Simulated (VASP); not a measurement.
# PbSe in VASP: single point with r2SCAN

Aim: the single point of PbSe with r2SCAN.

Everything below comes from runs of VASP 6.6.1. Logs are shortened: lines on timing, memory, paths and dates and some standing lists are left out, and cuts for length are marked.

## 1. The cell of the first run

The typed cell holds 4 atoms: a = 7.225 Å, b = 4.347 Å, c = 7.225 Å, α = 72.49°, β = 35.01°, γ = 72.49°.

## 2. Single point, r2SCAN

The input, POSCAR:

```
PbSe
1.0
    0.0000000000      6.5386896052      3.0736697802
    3.0736711420      0.0000000000      3.0736697802
    3.0736711420      6.5386896052      0.0000000000
Pb Se
2 2
Direct
    0.1324252531      0.8506268962      0.1493731038
    0.8506268962      0.1324252531      0.8675747469
    0.6373131566      0.3456356941      0.6543643059
    0.3456356941      0.6373131566      0.3626868434
```

The input, INCAR.step1:

```
ALGO = Normal ; EDIFF = 1E-4
ENCUT = 520 ; GGA = PE
ISMEAR = 0 ; LASPH = True
LCHARG = False ; LREAL = False
LWAVE = True ; NBANDS = 28
NELM = 60 ; PREC = Accurate
SIGMA = 0.01
```

The input, INCAR.step2:

```
ALGO = Normal ; EDIFF = 1E-6
ENCUT = 520 ; ISIF = 2
ISMEAR = 0 ; ISTART = 1
LASPH = True ; LCHARG = True
LELF = True ; LMIXTAU = True
LREAL = False ; LVHAR = True
LWAVE = False ; METAGGA = R2SCAN
NBANDS = 28 ; NELM = 60
PREC = Accurate ; SIGMA = 0.01
```

The input, KPOINTS:

```
k-points
0
Gamma
  4 4 4
```

Potentials or basis: VASP PAW PBE potentials, release 64 (Pb_d, Se).

Launch:

```
$ cat potpaw_PBE.64/Pb_d/POTCAR potpaw_PBE.64/Se/POTCAR > POTCAR
$ cp INCAR.step1 INCAR
$ mpirun -np 1 vasp_std > vasp.out
$ cp INCAR.step2 INCAR
$ mpirun -np 1 vasp_std > vasp.out
```

OUTCAR:

```text
EDIFF = 1E-6
   ENCUT = 520
   ISIF = 2
   ISMEAR = 0
   ISTART = 1
   LASPH = True
   LREAL = False
   METAGGA = R2SCAN
   NELM = 60
   PREC = Accurate

 ion  position               nearest neighbor table
   1  0.132  0.851  0.149-   4 2.79   3 3.07   3 3.07   3 3.07   3 3.07   2 3.69
   2  0.851  0.132  0.868-   3 2.79   4 3.07   4 3.07   4 3.07   4 3.07   1 3.69
   3  0.637  0.346  0.654-   2 2.79   1 3.07   1 3.07   1 3.07   1 3.07
   4  0.346  0.637  0.363-   1 2.79   2 3.07   2 3.07   2 3.07   2 3.07

  LATTYP: Found a body centered tetragonal cell.
 ALAT       =     4.3468264524
 C/A-ratio  =     3.0084889180

  Lattice vectors:

 A1 = (   0.0000000000,  -6.5386896052,  -3.0736697802)
 A2 = (   0.0000000000,  -6.5386896052,   3.0736697802)
 A3 = (  -3.0736711420,   6.5386896052,   0.0000000000)

Analysis of symmetry for initial positions (statically):
=====================================================================
 Subroutine PRICEL returns:
 Original cell was already a primitive cell.

 Routine SETGRP: Setting up the symmetry group for a
 body centered tetragonal supercell.

 Subroutine GETGRP returns: Found  4 space group operations
 (whereof  4 operations were pure point group operations)
 out of a pool of 16 trial point group operations.

The static configuration has the point symmetry C_2v.

Analysis of symmetry for dynamics (positions and initial velocities):
=====================================================================
 Subroutine PRICEL returns:
 Original cell was already a primitive cell.

 Routine SETGRP: Setting up the symmetry group for a
 body centered tetragonal supercell.

 Subroutine GETGRP returns: Found  4 space group operations
 (whereof  4 operations were pure point group operations)
 out of a pool of 16 trial point group operations.

The dynamic configuration has the point symmetry C_2v.

 Subroutine INISYM returns: Found  4 space group operations
 (whereof  4 operations are pure point group operations),
 and found     1 'primitive' translations

----------------------------------------------------------------------------------------

                                     Primitive cell

  volume of cell :     123.5479

[... 81 lines left out ...]
   LSORBIT =      F    spin-orbit coupling
   LASPH  =      T    aspherical Exc in radial PAW
   ENCUT  =  520.0 eV  38.22 Ry    6.18 a.u.  13.43  8.08 13.43*2*pi/ulx,y,z
   NELM   =     60;   NELMIN=  2; NELMDL=  0     # of ELM steps
   EDIFF  = 0.1E-05   stopping-criterion for ELM
   LREAL  =      F    real-space projection
   EDIFFG = 0.1E-04   stopping-criterion for IOM
   NSW    =      0    number of steps for IOM
   IBRION =     -1    ionic relax: 0-MD 1-quasi-New 2-CG
   NFREE  =      0    steps in history (QN), initial steepest desc. (CG)
   ISIF   =      2    stress and relaxation
   ISYM   =      2    0-nonsym 1-usesym 2-fastsym
   POTIM  = 0.5000    time-step for ionic-motion
   TEBEG  =    0.0;   TEEND  =   0.0 temperature during run
   PSTRESS=    0.0 pullay stress
   NELECT =      40.0000    total number of electrons
   NUPDOWN=      -1.0000    fix difference up-down
   EMIN   =  10.00;   EMAX   =-10.00  energy-range for DOS
   EFERMI =   0.00;   METHOD = LEGACY
   ISMEAR =     0;   SIGMA  =   0.01  broadening in eV -4-tet -1-fermi 0-gaus
   EFERMI_NEDOS =   21; number of points for ismear=-14 and -15
   IALGO  =     38    algorithm
   IMIX   =      4    mixing-type and parameters
     AMIX     =   0.40;   BMIX     =  1.00
     AMIX_MAG =   1.60;   BMIX_MAG =  1.00
  volume/ion in A,a.u.               =      30.89       208.44
  Fermi-wavevector in a.u.,A,eV,Ry     =   1.124130  2.124297 17.193238  1.263667
  Thomas-Fermi vector in A             =   2.260800
   LORBIT       =      0    0 simple, 1 ext, 2 COOP (PROOUT), +10 PAW based schemes
   METAGGA = R2SCAN    functional components
   LHFCALC =     F    Hartree Fock is set to
   AEXX    =    0.0000 exact exchange contribution
   IVDW    =     0    specifies the selected vdW correction
   LEPSILON=     F    determine dielectric tensor
   LRPA    =     F    only Hartree local field effects (RPA)
 non-spin polarized calculation
 Gauss-broadening in eV      SIGMA  =   0.01
  energy-cutoff  :      520.00
  volume of cell :      123.55
 maximum number of plane-waves:      3352
 NGX is ok and might be reduce to    54
   NGX = 27   NGY = 17   NGZ = 27

 number of electron      40.0000001 magnetization

 Free energy of the ion-electron system (eV)
  ---------------------------------------------------
  ext. energy  EPLUGINS =         0.00000000
  ---------------------------------------------------
  free energy    TOTEN  =      -143.55242772 eV

  energy without entropy =     -143.55242772  energy(sigma->0) =     -143.55242772

 E-fermi :   3.9187     XC(G=0):  -9.6141

 val. band max:        3.8676839071   @ k =   0.0000   0.0000   0.0000
 cond. band min:       4.6942622631   @ k =   0.5000   0.0000   0.5000
 fundamental gap:      0.8265783560
 Fermi energy:         3.9187455507

 k-point     1 :       0.0000    0.0000    0.0000
  band No.  band energies     occupation
      1     -13.3716      2.00000
      2     -13.3257      2.00000
      3     -13.3003      2.00000
      4     -13.2890      2.00000
      5     -13.2829      2.00000
      6     -13.2639      2.00000
[... 547 lines left out ...]
     27      10.6139      0.00000
     28      10.9826      0.00000

------------------------ aborting loop because EDIFF is reached ----------------------------------------

  FORCE on cell =-STRESS in cart. coord.  units (eV):
  Direction    XX          YY          ZZ          XY          YZ          ZX
  --------------------------------------------------------------------------------------
  -------------------------------------------------------------------------------------
  Total        0.7243608      0.4820733      0.7244210      0.0000000      0.0000000      0.0000000
  in kB        9.3935601      6.2515597      9.3943397      0.0000000      0.0000000      0.0000000
  external PRESSURE =       8.3464865 kB  Pullay stress =       0.0000000 kB

 VOLUME and BASIS-vectors are now :
 -----------------------------------------------------------------------------
  energy-cutoff  :      520.00
  volume of cell :      123.55
      direct lattice vectors                 reciprocal lattice vectors
     0.000000000  6.538689605  3.073669780    -0.162671925  0.076467921  0.162671997
     3.073671142  0.000000000  3.073669780     0.162671925 -0.076467921  0.162671997
     3.073671142  6.538689605  0.000000000     0.162671925  0.076467921 -0.162671997

 POSITION                                       TOTAL-FORCE (eV/Angst)
 -----------------------------------------------------------------------------------
      3.07367      1.84259      3.02158         0.000000      0.020484     -0.000072
      3.07367     11.23479      3.02158         0.000000     -0.020484     -0.000072
      3.07367      8.44588      3.02126         0.000000      0.068306      0.000072
      3.07367      4.63150      3.02126         0.000000     -0.068306      0.000072
 -----------------------------------------------------------------------------------
    total drift:                                0.000010     -0.000000      0.000055

  FREE ENERGIE OF THE ION-ELECTRON SYSTEM (eV)
  ---------------------------------------------------
  free  energy   TOTEN  =      -143.5524277153 eV

  energy  without entropy=     -143.5524277153  energy(sigma->0) =     -143.55242772
```

OUTCAR.step1:

```text
EDIFF = 1E-4
   ENCUT = 520
   GGA = PE
   ISMEAR = 0
[... 779 lines left out ...]
      3.07367      1.84259      3.02158         0.000000     -0.054569     -0.000141
      3.07367     11.23479      3.02158         0.000000      0.054569     -0.000141
      3.07367      8.44588      3.02126         0.000000     -0.072972      0.000141
      3.07367      4.63150      3.02126         0.000000      0.072972      0.000141
 -----------------------------------------------------------------------------------
    total drift:                                0.000011     -0.000000      0.000042

  FREE ENERGIE OF THE ION-ELECTRON SYSTEM (eV)
  ---------------------------------------------------
  free  energy   TOTEN  =       -16.0606880569 eV

  energy  without entropy=      -16.0606880569  energy(sigma->0) =      -16.06068806
```

It took 7.2 min on 1 thread of Intel Xeon 8259CL, shared host; peak memory 0.35 GiB.

Results:

```yaml
Free_energy: -143.5524 eV
Pressure: 0.8 GPa
Largest_force: 0.068 eV/Å
Band_gap_on_the_k_mesh: 0.83 eV (least direct gap 1.47 eV)
```

Forces in eV/Å, atoms in the order of the input:
```
Pb   0.000  0.020  0.000
Pb   0.000 -0.020  0.000
Se   0.000  0.068  0.000
Se   0.000 -0.068  0.000
```

Stress tensor (GPa, compression positive):
```
0.94 0.00 0.00
0.00 0.63 0.00
0.00 0.00 0.94
```

Caveat: the PAW data sets were made with another functional, which shifts forces and pressure a little; spin-orbit coupling is left out, which moves the levels of the heavy elements.
